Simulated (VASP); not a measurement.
Here is a VASP 6.6.1 calculation.

File INCAR:

```
ALGO = Normal
EDIFF = 1E-6
ENCUT = 520
GGA = PE
ISIF = 2
ISMEAR = 0
LASPH = True
LCHARG = True
LELF = True
LREAL = False
LVHAR = True
LWAVE = False
NBANDS = 16
NELM = 100
PREC = Accurate
SIGMA = 0.05
```

Contents of KPOINTS:

```
k-points
0
Gamma
  9 9 6
```

The input POSCAR:

```
MgO
1.0
    3.3805000000      0.0000000000      0.0000000000
   -1.6902500000      2.9275988775      0.0000000000
    0.0000000000      0.0000000000      4.4514000000
Mg O
2 2
Direct
    0.6666666667      0.3333333333      0.7500000000
    0.3333333333      0.6666666667      0.2500000000
    0.6666666667      0.3333333333      0.2500000000
    0.3333333333      0.6666666667      0.7500000000
```

Potentials or basis: VASP PAW PBE potentials, release 64 (Mg, O).

The run is started by

```bash
$ cat potpaw_PBE.64/Mg/POTCAR potpaw_PBE.64/O/POTCAR > POTCAR
$ mpirun -np 1 vasp_std > vasp.out
```

Q: What does it give for the band gap on the k mesh?

A: 3.33 eV.

Q: What does it give for the pressure?

A: 5.5 GPa.

Stress tensor (GPa, compression positive):
```
10.35  0.00  0.00
 0.00 10.35  0.00
 0.00  0.00 -4.18
```

Caveat: the cell stands under pressure.
